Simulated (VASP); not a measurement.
A run of VASP 6.6.1 is set up as follows.

INCAR

```
SYSTEM = TiO2
ALGO = Normal
EDIFF = 1E-6
ENCUT = 520
GGA = PS
ISIF = 2
ISMEAR = 0
LASPH = .True.
LCHARG = .False.
LREAL = .False.
LWAVE = .False.
NBANDS = 19
NELM = 100
PREC = Accurate
SIGMA = 0.01
```

The input KPOINTS:

```
k-points
0
Gamma
  7 7 7
  0 0 0
```

POSCAR

```
TiO2
1.0
    1.4973310000      0.8644850000      6.9815440000
   -1.4973310000      0.8644850000      6.9815440000
    0.0000000000     -1.7289690000      6.9815440000
Ti O
1 2
Direct
    0.0000000000      0.0000000000      0.0000000000
    0.6204670000      0.6204670000      0.6204670000
    0.3795330000      0.3795330000      0.3795330000
```

Potentials or basis: VASP PAW PBE potentials, release 64 (Ti_sv, O).

Command:

```sh
$ cat potpaw_PBE.64/Ti_sv/POTCAR potpaw_PBE.64/O/POTCAR > POTCAR
$ mpirun -np 1 vasp_std > vasp.out
```

(1) Predict the pressure.

(2) Predict the band gap on the k mesh.

(3) What does it give for the largest force?

## Answers

(1) -3.9 GPa.

(2) 2.63 eV (least direct gap 2.83 eV).

(3) 0.386 eV/Å.

Caveat: the cell stands under tension; the PAW data sets were made with another functional, which shifts forces and pressure a little; an odd mesh through Γ misses points on the zone boundary, where band edges can lie.
